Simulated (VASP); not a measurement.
# Sb in VASP: a series of runs, part 3 of 3

VASP 6.6.1.

**6. Single point, PBE**

This run uses another cell than the first one: it holds 2 atoms, not 1.

Input file INCAR:

```
PREC = Accurate
ENCUT = 520
EDIFF = 1E-6
ISMEAR = -1
SIGMA = 0.08
LREAL = F
LASPH = T
NELM = 60
ALGO = Normal
ISIF = 2
LWAVE = F
LCHARG = T
GGA = PE
LELF = T
LVHAR = T
NBANDS = 12
```

Input file KPOINTS:

```
regular mesh
0
Gamma
  12 12 12
```

Input file POSCAR:

```
Sb
1.0
    1.5023708595     -0.8673942202      4.8854100222
    0.0000000000      1.7347884403      4.8854100222
   -1.5023708595     -0.8673942202      4.8854100222
Sb
2
Direct
    0.2500000000      0.2500000000      0.2500000000
   -0.2500000000     -0.2500000000     -0.2500000000
```

Potentials or basis: VASP PAW PBE potentials, release 64 (Sb).

On the command line:

```
$ cat potpaw_PBE.64/Sb/POTCAR > POTCAR
$ mpirun -np 1 vasp_std > vasp.out
```

OUTCAR:

```text
PREC = Accurate
   ENCUT = 520
   EDIFF = 1E-6
   ISMEAR = -1
   LREAL = F
   LASPH = T
   NELM = 60
   ISIF = 2
   GGA = PE

 ion  position               nearest neighbor table
   1  0.250  0.250  0.250-   2 3.00   2 3.00   2 3.00   2 3.00   2 3.00   2 3.00
   2  0.750  0.750  0.750-   1 3.00   1 3.00   1 3.00   1 3.00   1 3.00   1 3.00

  LATTYP: Found a trigonal (rhomboedric) cell.
 ALAT       =     5.1842764218
 COS(alpha) =     0.8320391752

  Lattice vectors:

 A1 = (   1.5023708595,  -0.8673942202,   4.8854100222)
 A2 = (   0.0000000000,   1.7347884403,   4.8854100222)
 A3 = (  -1.5023708595,  -0.8673942202,   4.8854100222)

Analysis of symmetry for initial positions (statically):
=====================================================================
 Subroutine PRICEL returns following result:

  LATTYP: Found a trigonal (rhomboedric) cell.
 ALAT       =     2.9960471798
 COS(alpha) =     0.4970937858

  Lattice vectors:

 A1 = (   1.5023708595,   0.8673942202,   2.4427050111)
 A2 = (  -1.5023708595,   0.8673942202,   2.4427050111)
[... 193 lines left out ...]
      2       3.6507      2.00000
      3       5.4102      2.00000
      4      19.2252      0.00000
      5      19.2252      0.00000
      6      21.9416      0.00000
      7      21.9416      0.00000
      8      22.0805      0.00000
      9      23.1060      0.00000
     10      23.7168      0.00000
     11      23.7931      0.00000
     12      23.7931      0.00000
[... 331 lines left out ...]
 k-point    24 :      -0.4167    0.1667   -0.0000
  band No.  band energies     occupation
      1       3.9663      2.00000
      2       4.3710      2.00000
      3       8.2617      2.00000
      4       9.7687      2.00000
      5      11.1163      2.00000
      6      12.3551      2.00000
      7      13.1625      1.99952
      8      15.1767      0.00000
      9      22.9267      0.00000
     10      23.1723      0.00000
     11      24.4743      0.00000
     12      24.9065      0.00000

 [... further k-points ...]

------------------------ aborting loop because EDIFF is reached ----------------------------------------

  FORCE on cell =-STRESS in cart. coord.  units (eV):
  Direction    XX          YY          ZZ          XY          YZ          ZX
  --------------------------------------------------------------------------------------
  -------------------------------------------------------------------------------------
  Total       11.7666077     11.7666077     11.7707603      0.0000000     -0.0000000      0.0000000
  in kB      493.5326766    493.5326767    493.7068492      0.0000000     -0.0000000      0.0000000
  external PRESSURE =     493.5907342 kB  Pullay stress =       0.0000000 kB

 VOLUME and BASIS-vectors are now :
 -----------------------------------------------------------------------------
  energy-cutoff  :      520.00
  volume of cell :       38.20
      direct lattice vectors                 reciprocal lattice vectors
     1.502370860 -0.867394220  4.885410022     0.332807307 -0.192146388  0.068230370
     0.000000000  1.734788440  4.885410022     0.000000000  0.384292777  0.068230370
    -1.502370860 -0.867394220  4.885410022    -0.332807307 -0.192146388  0.068230370

 POSITION                                       TOTAL-FORCE (eV/Angst)
 -----------------------------------------------------------------------------------
      0.00000     -0.00000      3.66406        -0.000000     -0.000000     -0.000000
      0.00000     -0.00000     10.99217         0.000000      0.000000      0.000000
 -----------------------------------------------------------------------------------
    total drift:                               -0.000000      0.000000      0.000000

  FREE ENERGIE OF THE ION-ELECTRON SYSTEM (eV)
  ---------------------------------------------------
  free  energy   TOTEN  =        -5.8295788766 eV

  energy  without entropy=       -5.8087970374  energy(sigma->0) =       -5.81918796
```

OSZICAR:

```text
N       E                     dE             d eps       ncg     rms          rms(c)
DAV:   1     0.394561826389E+02    0.39456E+02   -0.37498E+03  4536   0.687E+02
DAV:   2    -0.414508168138E+01   -0.43601E+02   -0.42049E+02  5988   0.122E+02
DAV:   3    -0.584758190640E+01   -0.17025E+01   -0.16830E+01  5556   0.257E+01
DAV:   4    -0.586004802725E+01   -0.12466E-01   -0.12462E-01  5316   0.264E+00
DAV:   5    -0.586016977632E+01   -0.12175E-03   -0.12175E-03  5480   0.283E-01    0.471E+00
DAV:   6    -0.584087832964E+01    0.19291E-01   -0.51359E-04  5264   0.171E-01    0.283E+00
DAV:   7    -0.582961455454E+01    0.11264E-01   -0.12485E-03  5016   0.255E-01    0.309E-02
DAV:   8    -0.582958482491E+01    0.29730E-04   -0.64837E-05  5440   0.461E-02    0.960E-03
DAV:   9    -0.582958002402E+01    0.48009E-05   -0.44810E-06  5480   0.117E-02    0.354E-03
DAV:  10    -0.582957808321E+01    0.19408E-05   -0.10488E-07  3256   0.237E-03    0.350E-03
DAV:  11    -0.582957887658E+01   -0.79337E-06   -0.31792E-08  2920   0.115E-03
   1 F= -.58295789E+01 E0= -.58191880E+01  d E =-.207818E-01
```

stdout:

```text
POSCAR found type information on POSCAR Sb
 POSCAR found :  1 types and       2 ions
 scaLAPACK will be used
 LDA part: xc-table for (Slater+PW92), standard interpolation
 POSCAR, INCAR and KPOINTS ok, starting setup
 FFT: planning ... GRIDC
 FFT: planning ... GRID_SOFT
 FFT: planning ... GRID
 WAVECAR not read
 entering main loop
```

It took 2.4 min on 1 thread of Intel Xeon 8259CL, shared host; peak memory 0.28 GiB.

What came out:

```yaml
Free_energy: -5.8296 eV
Pressure: 49.4 GPa
Band_gap_on_the_k_mesh: zero (bands 5 and 6 overlap by 9.97 eV)
```

Caveat: the cell stands under pressure; spin-orbit coupling is left out, which moves the levels of the heavy elements.

**7. The runs side by side**

| task | cell | k mesh | cutoff (eV) | gap on the mesh (eV) | pressure (GPa) |
| --- | --- | --- | --- | --- | --- |
| single point | a = 3.000 Å, angles 60.0°, 1 atom, atomic positions A | 15 × 15 × 15 | 520 | none | 49.4 |
| relaxation of cell and atoms | relaxed to 49 GPa from a = 3.000 Å, angles 60.0°, 1 atom, atomic positions A | 15 × 15 × 15 | 600 | none | 49.0 |
| single point | a = 5.184 Å, angles 33.7°, 2 atoms, atomic positions B | 12 × 12 × 12 | 520 | none | 49.4 |

Alike in all rows: level PBE; potentials or basis VASP PAW PBE potentials, release 64 (Sb); no spin polarisation; smearing fermi-dirac 0.08 eV.

Caveats: spin-orbit coupling is left out, which moves the levels of the heavy elements; the cell stands under pressure (at least some runs); the cell is relaxed towards a set pressure, so the run minimises the enthalpy, not the energy (at least some runs).

Total energies depend on the potentials used, so only differences within one code and one set of settings carry meaning.
